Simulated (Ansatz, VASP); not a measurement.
# Sb: VASP beside Ansatz

Contents of INCAR:

```
PREC = Accurate ; ENCUT = 500
EDIFF = 1E-6 ; ISMEAR = 0
SIGMA = 0.1 ; LREAL = F
LASPH = T ; NELM = 120
ALGO = Normal ; ISIF = 2
LWAVE = F ; LCHARG = T
GGA = CA ; LELF = T
LVHAR = T ; NBANDS = 8
GGA_COMPAT = F
```

File KPOINTS:

```
regular mesh
0
Gamma
  14 14 14
```

Contents of POSCAR:

```
Sb
1.0
    3.0108517446      0.0000000000      0.0000000000
    0.0000000000      3.0108517446      0.0000000000
    0.0000000000      0.0000000000      3.0108517446
Sb
1
Direct
    0.0000000000      0.0000000000      0.0000000000
```

Input for Ansatz:

```yaml
crystal:
  lattice:
    - [3.0108517446, 0.0, 0.0]
    - [0.0, 3.0108517446, 0.0]
    - [0.0, 0.0, 3.0108517446]
  atoms:
    - { symbol: Sb, position: [0.0, 0.0, 0.0] }
basis:
  ecutwfc: 420
kpoints:
  mp_grid: { grid: [14, 14, 14] }
hamiltonian:
  xc: lda
  pseudopotentials: { kind: paw, azcp: { folder: soft_1 } }
scf:
  occupations: { method: gaussian, width: 0.1 }
output:
  forces: true
  stress: true
  eigenvalues: true
  write_density: true
  write_potential: true
  elf: true
  volumetric_format: npy
```

Alike in both runs: task single point; functional LDA; k mesh 14 × 14 × 14; occupations gaussian, width 0.1 eV; no spin polarisation.

|  | VASP | Ansatz |
| --- | --- | --- |
| version | VASP 6.6.1 | Ansatz 0.2.0 |
| potentials or method | VASP PAW LDA potentials, release 64 (Sb), cutoff 500 eV | scalar-relativistic, plane waves, PAW |
| valence electrons in the cell | 5 | 15 |

Ansatz gave:

| Quantity | Value |
| --- | --- |
| gap on the k mesh at the Fermi level (eV) | none |
| pressure (GPa) | 2.1 |

Problem. Which values does VASP return?

Solution. gap on the k mesh at the Fermi level (eV): none; pressure (GPa): 2.3.

Ansatz warns that its potentials were made for another functional, while VASP's fit it. LDA's correlation is that of Perdew and Zunger in VASP and of Perdew and Wang (1992) in Ansatz. A gap of «none» marks a metal or a gap that the smearing closes. VASP's potentials hold 5 valence electrons a cell and Ansatz's 15, so a difference there can come from the potentials and not from the codes.

Neither program's run includes spin-orbit coupling.
